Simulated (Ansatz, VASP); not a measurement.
**Two plane-wave programs on BP**

```
B P
1.0
     0.00000    2.24538    2.24538
     2.24538    0.00000    2.24538
     2.24538    2.24538    0.00000
B P
1 1
Direct
  0.00000 0.00000 0.00000
  0.25000 0.25000 0.25000
```

Alike in both runs: functional LDA; k mesh 10 × 10 × 10; occupations gaussian, width 0.02 eV; no spin polarisation.

Ansatz relaxed the structure, and its values are those at the end. VASP's run is a single point on that final structure, the one shown.

```csv
,VASP,Ansatz
version,VASP 6.6.1,Ansatz 0.2.0
potentials or method,"VASP PAW LDA potentials, release 64 (B, P), cutoff 500 eV","scalar-relativistic, plane waves, PAW"
valence electrons in the cell,8,8
```

```csv
,VASP,Ansatz,Ansatz less VASP
gap on the k mesh at the Fermi level (eV),1.15,1.15,-0.001
least direct gap on the mesh (eV),3.43,3.43,-0.003
pressure (GPa),-0.1,0.0,+0.12
```

Ansatz warns that its potentials were made for another functional, while VASP's fit it. LDA's correlation is that of Perdew and Zunger in VASP and of Perdew and Wang (1992) in Ansatz.
